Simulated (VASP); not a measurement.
Wanted: the native input for a VASP 6.6.1 run.

* Task: single point
* Functional: BLYP
* Dispersion: D3(BJ)
* Potentials or basis: VASP PAW PBE potentials, release 64 (Pd)
* Cutoff: 520 eV
* k mesh: 12 × 12 × 12
* Occupations: fermi-dirac, width 0.05 eV
* Spin: no spin polarisation
* Dipole correction: no
* Further INCAR settings: ALGO = Normal; EDIFF = 1e-06; NBANDS = 11

The structure of Pd lies in POSCAR:

```
Pd
1.0
    0.0000000000      1.9593911042      1.9593911042
    1.9593911042      0.0000000000      1.9593911042
    1.9593911042      1.9593911042      0.0000000000
Pd
1
Direct
    0.0000000000      0.0000000000      0.0000000000
```

One way to write it, as run:

INCAR

```
SYSTEM = Pd
  PREC = Accurate
  ENCUT = 520
  EDIFF = 1E-6
  ISMEAR = -1
  SIGMA = 0.05
  LREAL = .FALSE.
  LASPH = .TRUE.
  NELM = 60
  ALGO = Normal
  ISIF = 2
  LWAVE = .FALSE.
  LCHARG = .FALSE.
  GGA = B5
  ALDAX = 1.0
  AGGAX = 1.0
  AGGAC = 1.0
  ALDAC = 0.0
  IVDW = 12
  VDW_S6 = 1.0
  VDW_S8 = 2.6996
  VDW_A1 = 0.4298
  VDW_A2 = 4.2359
  NBANDS = 11
```

KPOINTS

```
Automatic mesh
0
G
  12 12 12
  0 0 0
```

Potentials or basis: VASP PAW PBE potentials, release 64 (Pd).

Command:

```sh
$ cat potpaw_PBE.64/Pd/POTCAR > POTCAR
$ mpirun -np 1 vasp_std > vasp.out
```

Results of the run:

- Pressure: -2.6 GPa
- Band gap on the k mesh: zero (band 5 reaches 10.24 eV, above the bottom of band 6 at 8.69 eV)
- Dispersion energy per atom: -1.500 eV

Caveat: the PAW data sets were made with another functional, which shifts forces and pressure a little; pairwise dispersion overbinds metals, which lowers pressure and volume.

Run time: 11 s on 1 thread of Intel Xeon 6975P-C, on a shared host, peak memory 0.15 GiB.
